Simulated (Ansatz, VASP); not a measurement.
# Two plane-wave programs on Zr2BeS4

```
Zr Be S
1.0
     6.03523    0.00000    0.00525
     0.00000    3.56391    0.00000
    -0.09088    0.00000    6.18594
Zr Be S
2 1 4
Direct
  0.99695 0.00000 0.97967
  0.98853 0.50000 0.47048
  0.60396 0.50000 0.81673
  0.23776 0.00000 0.31582
  0.25326 0.50000 0.80724
  0.70712 0.00000 0.64574
  0.72243 0.50000 0.13432
```

Change from the starting cell: species swapped into the KV2S4 type (Pm, No. 6).

Alike in both runs: functional PBE; k mesh 6 × 10 × 6; occupations gaussian, width 0.1 eV; no spin polarisation.

Ansatz relaxed the structure, and its values are those at the end. VASP's run is a single point on that final structure, the one shown.

|  | VASP | Ansatz |
| --- | --- | --- |
| version | VASP 6.6.1 | Ansatz 0.2.0 |
| potentials or method | VASP PAW PBE potentials, release 64 (Zr_sv, Be, S), cutoff 520 eV | scalar-relativistic, plane waves, PAW |
| valence electrons in the cell | 50 | 50 |

VASP gave:

| Item | Value |
| --- | --- |
| gap on the k mesh at the Fermi level (eV) | none |
| pressure (GPa) | 0.0 |
| rms of the force components (eV/Å) | 0.007 |

**Question.** Which values does Ansatz return?

**Answer.** gap on the k mesh at the Fermi level (eV): none; pressure (GPa): 0.0; rms of the force components (eV/Å): 0.003.

A gap of «none» marks a metal or a gap that the smearing closes.
